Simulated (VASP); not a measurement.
Write the native input for VASP 6.6.1 that does the following.

| Item | Value |
| --- | --- |
| Task | single point |
| Functional | LDA |
| Potentials or basis | VASP PAW LDA potentials, release 64 (Mo_sv, Pd) |
| Cutoff | 520 eV |
| k mesh | 9 × 9 × 5 |
| Occupations | methfessel-paxton, width 0.05 eV |
| Spin | no spin polarisation |
| Dipole correction | no |
| Further INCAR settings | ALGO = Normal; EDIFF = 1e-07; NBANDS = 19 |

The structure of MoPd lies in POSCAR:

```
MoPd
1.0
    2.8664969745      0.0000000000      0.0000000000
   -1.4332484873      2.4824592906      0.0000000000
    0.0000000000      0.0000000000      4.6850307442
Mo Pd
1 1
Direct
    0.6666666667      0.3333333333      0.5000000000
    0.3333333333      0.6666666667      0.0000000000
```

These files were run (other wordings do the same):

INCAR

```
SYSTEM = MoPd
ALGO = Normal
EDIFF = 1E-7
ENCUT = 520
GGA = CA
ISIF = 2
ISMEAR = 1
LASPH = .TRUE.
LCHARG = .FALSE.
LREAL = .FALSE.
LWAVE = .FALSE.
NBANDS = 19
NELM = 60
PREC = Accurate
SIGMA = 0.05
```

KPOINTS

```
k-points
0
G
  9 9 5
  0 0 0
```

Potentials or basis: VASP PAW LDA potentials, release 64 (Mo_sv, Pd).

Launch:

```bash
$ cat potpaw_LDA.64/Mo_sv/POTCAR potpaw_LDA.64/Pd/POTCAR > POTCAR
$ mpirun -np 1 vasp_std > vasp.out
```

Results of the run:

- Pressure: -27.0 GPa
- Band gap on the k mesh: zero (band 12 reaches 10.78 eV, above the bottom of band 13 at 9.11 eV)

It took 11 s on 1 thread of AMD EPYC 9R45 96-Core Processor (Zen 5), with other jobs on the host, peak memory 0.12 GiB.
